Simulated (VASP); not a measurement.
Input of a VASP 6.6.1 run:

Contents of POSCAR:

```
AgI
1.0
    4.5565788914      0.0000000000      0.0000000000
   -2.2782894457      3.9461130743      0.0000000000
    0.0000000000      0.0000000000      7.7807978804
Ag I
2 2
Direct
    0.6666666667      0.3333333333      0.6336240970
    0.3333333333      0.6666666667      0.1336240970
    0.6666666667      0.3333333333     -0.0036240970
    0.3333333333      0.6666666667      0.4963759030
```

File INCAR.step1:

```
PREC = Accurate
ENCUT = 550
ISMEAR = 0
SIGMA = 0.01
LREAL = F
LASPH = T
NELM = 120
NBANDS = 26
GGA = PE
ALGO = Normal
EDIFF = 1E-5
LWAVE = T
LCHARG = F
GGA_COMPAT = F
```

Contents of INCAR.step2:

```
PREC = Accurate
ENCUT = 550
EDIFF = 1E-6
ISMEAR = 0
SIGMA = 0.01
LREAL = F
LASPH = T
NELM = 120
ALGO = Normal
ISIF = 2
LWAVE = F
LCHARG = F
METAGGA = R2SCAN
LMIXTAU = T
NBANDS = 26
ISTART = 1
GGA_COMPAT = F
```

The input KPOINTS:

```
regular mesh
0
Gamma
  6 6 4
```

Potentials or basis: VASP PAW PBE potentials, release 64 (Ag, I).

Command:

```console
$ cat potpaw_PBE.64/Ag/POTCAR potpaw_PBE.64/I/POTCAR > POTCAR
$ cp INCAR.step1 INCAR
$ mpirun -np 1 vasp_std > vasp.out
$ cp INCAR.step2 INCAR
$ mpirun -np 1 vasp_std > vasp.out
```

Task: What does it give for the pressure?

Result: 0.3 GPa.

Task: Predict the band gap on the k mesh.

Result: 1.79 eV.

Stress tensor (GPa, compression positive):
```
 0.55  0.00  0.00
 0.00  0.55  0.00
 0.00  0.00 -0.12
```

Caveat: the cell differs from its parent crystal (in-plane strain -0.02, then relaxed in part); the PAW data sets were made with another functional, which shifts forces and pressure a little; spin-orbit coupling is left out, which moves the levels of the heavy elements.
